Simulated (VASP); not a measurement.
Crystal: CdS (Hawleyite).

```
Cd S
1.0
     0.00000    2.93582    2.93582
     2.93582    0.00000    2.93582
     2.93582    2.93582    0.00000
Cd S
1 1
Direct
  0.00000 0.00000 0.00000
  0.75000 0.75000 0.75000
```

This cell differs from its parent crystal: volume scaled by 1.02.

Base run:

| Property | Result |
| --- | --- |
| Program | VASP 6.6.1 |
| Functional | PBEsol |
| Potentials or basis | VASP PAW PBE potentials, release 64 (Cd, S) |
| Cutoff | 520 eV |
| k mesh | 8 × 8 × 8 |
| Occupations | fermi-dirac, width 0.05 eV |
| Spin | no spin polarisation |

Its results: band gap on the k mesh 0.97 eV, direct; pressure -1.1 GPa.

Question: The run is repeated on the same cell with these changes: functional from PBEsol to LDA; potentials or basis from VASP PAW PBE potentials, release 64 (Cd, S) to VASP PAW LDA potentials, release 64 (Cd, S). What comes out?

Answer: Band gap on the k mesh 0.85 eV, direct; pressure -3.1 GPa.

Caveats: the PAW data sets were made with another functional, which shifts forces and pressure a little (some runs).

